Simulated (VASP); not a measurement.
Write the native input for VASP 6.6.1 that does the following.

```
Task                   : single point
Functional             : revPBE
Potentials or basis    : VASP PAW PBE potentials, release 64 (La)
Cutoff                 : 520 eV
k mesh                 : 8 × 8 × 8
Occupations            : fermi-dirac, width 0.1 eV
Spin                   : no spin polarisation
Dipole correction      : no
Further INCAR settings : ALGO = Normal; EDIFF = 1e-06; NBANDS = 18
```

The structure of La lies in POSCAR:

```
La
1.0
    0.0000000000      3.3676269268      3.3676269268
    3.3676269268      0.0000000000      3.3676269268
    3.3676269268      3.3676269268      0.0000000000
La
2
Direct
    0.1250000000      0.1250000000      0.1250000000
    0.8750000000      0.8750000000      0.8750000000
```

One way to write it, as run:

INCAR

```
SYSTEM = La
ALGO = Normal ; EDIFF = 1E-6
ENCUT = 520 ; GGA = RE
ISIF = 2 ; ISMEAR = -1
LASPH = .True. ; LCHARG = .False.
LREAL = .False. ; LWAVE = .False.
NBANDS = 18 ; NELM = 100
PREC = Accurate ; SIGMA = 0.1
```

KPOINTS

```
k-points
0
Gamma
  8 8 8
  0 0 0
```

Potentials or basis: VASP PAW PBE potentials, release 64 (La).

Run with:

```sh
$ cat potpaw_PBE.64/La/POTCAR > POTCAR
$ mpirun -np 1 vasp_std > vasp.out
```

Results of the run:

| Quantity | Value |
| --- | --- |
| Pressure | -0.1 GPa |
| Band gap on the k mesh | zero (band 11 reaches 7.40 eV, above the bottom of band 12 at 7.05 eV) |

Caveat: the PAW data sets were made with another functional, which shifts forces and pressure a little; spin-orbit coupling is left out, which moves the levels of the heavy elements.

Run time: 25 s on 1 thread of Intel(R) Xeon(R) 6975P-C (Granite Rapids), with other jobs on the host, peak memory 0.22 GiB.
